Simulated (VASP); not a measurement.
Here is a VASP 6.6.1 calculation.

Contents of INCAR:

```
SYSTEM = CoO
PREC = Accurate ; ENCUT = 600
EDIFF = 1E-6 ; ISMEAR = -1
SIGMA = 0.1 ; LREAL = .False.
LASPH = .True. ; NELM = 200
ALGO = Normal ; ISIF = 2
LWAVE = .False. ; LCHARG = .False.
ISPIN = 2 ; MAGMOM = 3.2 0
LORBIT = 11 ; LMAXMIX = 4
LDAU = .True. ; LDAUTYPE = 2
LDAUL = 2 -1 ; LDAUU = 4.5 0
LDAUJ = 0 0 ; LDAUPRINT = 1
GGA = PE ; NBANDS = 18
GGA_COMPAT = .False.
```

File KPOINTS:

```
Automatic mesh
0
Gamma
  11 11 11
  0 0 0
```

Contents of POSCAR:

```
CoO
1.0
   -1.5080000000      1.5080000000      2.1072475000
    1.5080000000     -1.5080000000      2.1072475000
    1.5080000000      1.5080000000     -2.1072475000
Co O
1 1
Direct
    0.0000000000      0.0000000000      0.0000000000
    0.5000000000      0.5000000000      0.0000000000
```

Potentials or basis: VASP PAW PBE potentials, release 64 (Co, O).

Command:

```console
$ cat potpaw_PBE.64/Co/POTCAR potpaw_PBE.64/O/POTCAR > POTCAR
$ mpirun -np 1 vasp_std > vasp.out
```

(1) What does it give for the pressure?

(2) What does it give for the net moment?

Results:

(1) 0.4 GPa.

(2) 3.00 μB per cell.

Caveat: a cell with one magnetic atom can't hold antiferromagnetic order, which such compounds often take.
